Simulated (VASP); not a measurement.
# Zn in VASP: single point with r2SCAN

Aim: the single point of Zn with r2SCAN.

All numbers are computed with VASP 6.6.1; they aren't measurements. Logs are shortened: lines on timing, memory, paths and dates and some standing lists are left out, and cuts for length are marked.

### Step 1. The cell of the first run

The cell holds a sublattice, 1 atom: a = 3.902 Å, b = 3.902 Å, c = 3.902 Å, α = 90.00°, β = 90.00°, γ = 90.00°.

### Step 2. Single point, r2SCAN

POSCAR reads:

```
Zn
1.0
    3.9020000000      0.0000000000      0.0000000000
    0.0000000000      3.9020000000      0.0000000000
    0.0000000000      0.0000000000      3.9020000000
Zn
1
Direct
    0.0000000000      0.0000000000      0.0000000000
```

INCAR.step1 reads:

```
SYSTEM = Zn
ALGO = Normal
EDIFF = 1E-5
ENCUT = 440
GGA = PE
GGA_COMPAT = .False.
ISMEAR = 0
LASPH = .True.
LCHARG = .False.
LREAL = .False.
LWAVE = .True.
NBANDS = 12
NELM = 120
PREC = Accurate
SIGMA = 0.1
```

INCAR.step2 reads:

```
SYSTEM = Zn
ALGO = Normal
EDIFF = 1E-6
ENCUT = 440
GGA_COMPAT = .False.
ISIF = 2
ISMEAR = 0
ISTART = 1
LASPH = .True.
LCHARG = .True.
LELF = .True.
LMIXTAU = .True.
LREAL = .False.
LVHAR = .True.
LWAVE = .False.
METAGGA = R2SCAN
NBANDS = 12
NELM = 120
PREC = Accurate
SIGMA = 0.1
```

KPOINTS reads:

```
k-points
0
Gamma
  6 6 6
  0 0 0
```

Potentials or basis: VASP PAW PBE potentials, release 64 (Zn).

Run with:

```
$ cat potpaw_PBE.64/Zn/POTCAR > POTCAR
$ cp INCAR.step1 INCAR
$ mpirun -np 1 vasp_std > vasp.out
$ cp INCAR.step2 INCAR
$ mpirun -np 1 vasp_std > vasp.out
```

OUTCAR:

```text
SYSTEM = Zn
   EDIFF = 1E-6
   ENCUT = 440
   ISIF = 2
   ISMEAR = 0
   ISTART = 1
   LASPH = .True.
   LREAL = .False.
   METAGGA = R2SCAN
   NELM = 120
   PREC = Accurate

 ion  position               nearest neighbor table
   1  0.000  0.000  0.000-

  LATTYP: Found a simple cubic cell.
 ALAT       =     3.9020000000

  Lattice vectors:

 A1 = (   3.9020000000,   0.0000000000,   0.0000000000)
 A2 = (   0.0000000000,   3.9020000000,   0.0000000000)
 A3 = (   0.0000000000,   0.0000000000,   3.9020000000)

Analysis of symmetry for initial positions (statically):
=====================================================================
 Subroutine PRICEL returns:
 Original cell was already a primitive cell.

 Routine SETGRP: Setting up the symmetry group for a
 simple cubic supercell.

 Subroutine GETGRP returns: Found 48 space group operations
 (whereof 48 operations were pure point group operations)
 out of a pool of 48 trial point group operations.

The static configuration has the point symmetry O_h .

Analysis of symmetry for dynamics (positions and initial velocities):
=====================================================================
 Subroutine PRICEL returns:
 Original cell was already a primitive cell.

 Routine SETGRP: Setting up the symmetry group for a
 simple cubic supercell.

 Subroutine GETGRP returns: Found 48 space group operations
 (whereof 48 operations were pure point group operations)
 out of a pool of 48 trial point group operations.

The dynamic configuration has the point symmetry O_h .

 Subroutine INISYM returns: Found 48 space group operations
 (whereof 48 operations are pure point group operations),
 and found     1 'primitive' translations

----------------------------------------------------------------------------------------

                                     Primitive cell

  volume of cell :      59.4103

  direct lattice vectors                    reciprocal lattice vectors
     3.902000000  0.000000000  0.000000000     0.256278831  0.000000000  0.000000000
     0.000000000  3.902000000  0.000000000     0.000000000  0.256278831  0.000000000
     0.000000000  0.000000000  3.902000000     0.000000000  0.000000000  0.256278831

  length of vectors
     3.902000000  3.902000000  3.902000000     0.256278831  0.256278831  0.256278831

  position of ions in fractional coordinates (direct lattice)
[... 78 lines left out ...]
   ISIF   =      2    stress and relaxation
   ISYM   =      2    0-nonsym 1-usesym 2-fastsym
   POTIM  = 0.5000    time-step for ionic-motion
   TEBEG  =    0.0;   TEEND  =   0.0 temperature during run
   PSTRESS=    0.0 pullay stress
   NELECT =      12.0000    total number of electrons
   NUPDOWN=      -1.0000    fix difference up-down
   EMIN   =  10.00;   EMAX   =-10.00  energy-range for DOS
   EFERMI =   0.00;   METHOD = LEGACY
   ISMEAR =     0;   SIGMA  =   0.10  broadening in eV -4-tet -1-fermi 0-gaus
   EFERMI_NEDOS =   21; number of points for ismear=-14 and -15
   IALGO  =     38    algorithm
   IMIX   =      4    mixing-type and parameters
     AMIX     =   0.40;   BMIX     =  1.00
     AMIX_MAG =   1.60;   BMIX_MAG =  1.00
  volume/ion in A,a.u.               =      59.41       400.92
  Fermi-wavevector in a.u.,A,eV,Ry     =   0.960538  1.815154 12.553193  0.922634
  Thomas-Fermi vector in A             =   2.089831
   LORBIT       =      0    0 simple, 1 ext, 2 COOP (PROOUT), +10 PAW based schemes
   METAGGA = R2SCAN    functional components
   LHFCALC =     F    Hartree Fock is set to
   AEXX    =    0.0000 exact exchange contribution
   IVDW    =     0    specifies the selected vdW correction
   LEPSILON=     F    determine dielectric tensor
   LRPA    =     F    only Hartree local field effects (RPA)
 non-spin polarized calculation
 Gauss-broadening in eV      SIGMA  =   0.10
  energy-cutoff  :      440.00
  volume of cell :       59.41
 maximum number of plane-waves:      1261
 NGX is ok and might be reduce to    28
   NGX = 13   NGY = 13   NGZ = 13

 number of electron      11.9999977 magnetization

 Free energy of the ion-electron system (eV)
  ---------------------------------------------------
  ext. energy  EPLUGINS =         0.00000000
  ---------------------------------------------------
  free energy    TOTEN  =        -7.56525646 eV

  energy without entropy =       -7.56525645  energy(sigma->0) =       -7.56525646

 E-fermi :  -1.9953     XC(G=0):  -6.0165

 val. band max:       -2.3280459618   @ k =   0.5000   0.5000   0.5000
 cond. band min:      -1.6471002693   @ k =   0.5000   0.0000   0.0000
 fundamental gap:      0.6809456925
 Fermi energy:        -1.9953087712

 k-point     1 :       0.0000    0.0000    0.0000
  band No.  band energies     occupation
      1      -8.8286      2.00000
      2      -8.8286      2.00000
      3      -8.7388      2.00000
      4      -8.7388      2.00000
      5      -8.7388      2.00000
      6      -6.2479      2.00000
      7       3.6982      0.00000
      8       3.6982      0.00000
      9       3.6982      0.00000
     10       5.4140      0.00000
     11       6.8488      0.00000
     12       6.8488      0.00000
[... 271 lines left out ...]
 k-point    20 :       0.5000    0.5000    0.5000
  band No.  band energies     occupation
      1      -8.7977      2.00000
      2      -8.7977      2.00000
      3      -8.7977      2.00000
      4      -8.7071      2.00000
      5      -8.7071      2.00000
      6      -2.3280      2.00000
      7       1.0188      0.00000
      8       1.0188      0.00000
      9       1.0188      0.00000
     10       4.9781      0.00000
     11       4.9781      0.00000
     12       4.9781      0.00000

------------------------ aborting loop because EDIFF is reached ----------------------------------------

  FORCE on cell =-STRESS in cart. coord.  units (eV):
  Direction    XX          YY          ZZ          XY          YZ          ZX
  --------------------------------------------------------------------------------------
  -------------------------------------------------------------------------------------
  Total       -0.2991783     -0.2991783     -0.2991783     -0.0000000      0.0000000     -0.0000000
  in kB       -8.0682407     -8.0682407     -8.0682407     -0.0000000      0.0000000     -0.0000000
  external PRESSURE =      -8.0682407 kB  Pullay stress =       0.0000000 kB

 VOLUME and BASIS-vectors are now :
 -----------------------------------------------------------------------------
  energy-cutoff  :      440.00
  volume of cell :       59.41
      direct lattice vectors                 reciprocal lattice vectors
     3.902000000  0.000000000  0.000000000     0.256278831  0.000000000  0.000000000
     0.000000000  3.902000000  0.000000000     0.000000000  0.256278831  0.000000000
     0.000000000  0.000000000  3.902000000     0.000000000  0.000000000  0.256278831

 POSITION                                       TOTAL-FORCE (eV/Angst)
 -----------------------------------------------------------------------------------
      0.00000      0.00000      0.00000         0.000000      0.000000      0.000000
 -----------------------------------------------------------------------------------
    total drift:                               -0.000000     -0.000000     -0.000000

  FREE ENERGIE OF THE ION-ELECTRON SYSTEM (eV)
  ---------------------------------------------------
  free  energy   TOTEN  =        -7.5652564613 eV

  energy  without entropy=       -7.5652564530  energy(sigma->0) =       -7.56525646
```

Wall time 74 s (1 thread of Intel Xeon 8259CL, shared host); peak memory 0.16 GiB.

What came out:

- Free energy: -7.5653 eV
- Pressure: -0.8 GPa
- Band gap on the k mesh: 0.68 eV, indirect (least direct gap 3.24 eV)

Caveat: the PAW data sets were made with another functional, which shifts forces and pressure a little.
